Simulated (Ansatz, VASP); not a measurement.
## One calculation of HfO2, two programs

```
Hf O
1.0
     0.00000    2.58761    2.52918
     2.58761    0.00000    2.52918
     2.58761    2.58761    0.00000
Hf O
1 2
Direct
  0.00000 0.00000 0.00000
  0.25000 0.25000 0.25000
  0.75000 0.75000 0.75000
```

Change from the starting cell: biaxial_xy strain +2.3%.

Alike in both runs: task single point; functional PBE; k mesh 8 × 8 × 8; occupations fermi-dirac, width 0.02 eV; no spin polarisation.

|  | VASP | Ansatz |
| --- | --- | --- |
| version | VASP 6.6.1 | Ansatz 0.2.0 |
| potentials or method | VASP PAW PBE potentials, release 64 (Hf_pv, O) | plane waves, PAW |
| plane-wave cutoff (eV) | 520 | 420 |
| valence electrons in the cell | 22 | 38 |

```tsv
	VASP	Ansatz	Ansatz less VASP
gap on the k mesh at the Fermi level (eV)	3.51	3.51	+0.007
pressure (GPa)	-8.7	-5.3	+3.43
traceless stress, the component that is largest in VASP (GPa)	6.76	6.64	-0.118
```

The functional is the same, so the differences come from potentials, cutoffs and numerics. VASP's potentials hold 22 valence electrons a cell and Ansatz's 38, so a difference there can come from the potentials and not from the codes.

Neither program's run includes spin-orbit coupling.
